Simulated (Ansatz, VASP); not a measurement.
## InSb in VASP and in Ansatz

```
CELL_PARAMETERS angstrom
3.76898 0.00000 0.00000
0.00000 3.76898 0.00000
0.00000 0.00000 3.76898
ATOMIC_POSITIONS crystal
In 0.00000 0.00000 0.00000
Sb 0.50000 0.50000 0.50000
```

Alike in both runs: task single point; functional PBE; k mesh 8 × 8 × 8; occupations fermi-dirac, width 0.02 eV; no spin polarisation.

|  | VASP | Ansatz |
| --- | --- | --- |
| version | VASP 6.6.1 | Ansatz 0.2.0 |
| potentials or method | VASP PAW PBE potentials, release 64 (In_d, Sb) | plane waves, PAW |
| plane-wave cutoff (eV) | 500 | 420 |
| valence electrons in the cell | 18 | 28 |

|  | VASP | Ansatz | Ansatz less VASP |
| --- | --- | --- | --- |
| pressure (GPa) | 1.2 | 1.2 | +0.07 |

VASP's potentials hold 18 valence electrons a cell and Ansatz's 28, so a difference there can come from the potentials and not from the codes.

Neither program's run includes spin-orbit coupling.
